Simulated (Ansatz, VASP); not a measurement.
One calculation of GaN, two programs

File POSCAR:

```
GaN
1.0
    0.0000000000      1.9380841199      1.9380841199
    1.9380841199      0.0000000000      1.9380841199
    1.9380841199      1.9380841199      0.0000000000
Ga N
1 1
Direct
    0.0000000000      0.0000000000      0.0000000000
    0.2500000000      0.2500000000      0.2500000000
```

INCAR.step1

```
SYSTEM = GaN
ALGO     = Normal         ! electronic algorithm
EDIFF    = 1E-4           ! SCF threshold, eV
ENCUT    = 520            ! plane-wave cutoff, eV
GGA      = PE             ! functional
ISMEAR   = -1             ! smearing method
LASPH    = .True.         ! aspherical terms in the spheres
LCHARG   = .False.        ! write CHGCAR
LREAL    = .False.        ! projectors in reciprocal space
LWAVE    = .True.         ! write WAVECAR
NBANDS   = 16             ! bands
NELM     = 80             ! most SCF steps
PREC     = Accurate       ! precision mode
SIGMA    = 0.08           ! smearing width, eV
```

File INCAR.step2:

```
SYSTEM = GaN
ALGO     = Normal         ! electronic algorithm
EDIFF    = 1E-6           ! SCF threshold, eV
ENCUT    = 520            ! plane-wave cutoff, eV
ISIF     = 2              ! what is computed and relaxed
ISMEAR   = -1             ! smearing method
ISTART   = 1            
LASPH    = .True.         ! aspherical terms in the spheres
LCHARG   = .True.         ! write CHGCAR
LELF     = .True.         ! ELF
LMIXTAU  = .True.       
LREAL    = .False.        ! projectors in reciprocal space
LVHAR    = .True.       
LWAVE    = .False.        ! write WAVECAR
METAGGA  = R2SCAN         ! meta-GGA
NBANDS   = 16             ! bands
NELM     = 80             ! most SCF steps
PREC     = Accurate       ! precision mode
SIGMA    = 0.08           ! smearing width, eV
```

The input KPOINTS:

```
k-points
0
Gamma
  17 17 17
  0 0 0
```

Input for Ansatz:

```yaml
crystal:
  lattice:
    - [0.0, 1.9380841199, 1.9380841199]
    - [1.9380841199, 0.0, 1.9380841199]
    - [1.9380841199, 1.9380841199, 0.0]
  atoms:
    - { symbol: Ga, position: [0.0, 0.0, 0.0] }
    - { symbol: "N", position: [0.25, 0.25, 0.25] }
kpoints:
  mp_grid: { grid: [17, 17, 17] }
scf:
  occupations: { method: fermi_dirac, width: 0.08 }
hamiltonian:
  xc: r2scan
  pseudopotentials: { kind: paw, level: accurate }
output:
  forces: true
  stress: true
  eigenvalues: true
```

Alike in both runs: task single point; functional r2SCAN; k mesh 17 × 17 × 17; occupations fermi-dirac, width 0.08 eV; no spin polarisation.

|  | VASP | Ansatz |
| --- | --- | --- |
| version | VASP 6.6.1 | Ansatz 0.2.0 |
| potentials or method | VASP PAW PBE potentials, release 64 (Ga_d, N) | PAW with other files of Ansatz's library (level accurate), scalar-relativistic |
| plane-wave cutoff (eV) | 520 | 1300 |
| valence electrons in the cell | 18 | 26 |

```csv
,VASP,Ansatz,Ansatz less VASP
gap on the k mesh at the Fermi level (eV),3.88,3.89,+0.014
pressure (GPa),226.4,224.0,-2.39
```

VASP's potentials were made for PBE, not for r2SCAN. Both programs put the cell under a high pressure, so it lies far from rest at this level. VASP's potentials hold 18 valence electrons a cell and Ansatz's 26, so a difference there can come from the potentials and not from the codes. Ansatz's warnings: accurate level unavailable.

Noted on VASP's run: the cell as given lies far from equilibrium.
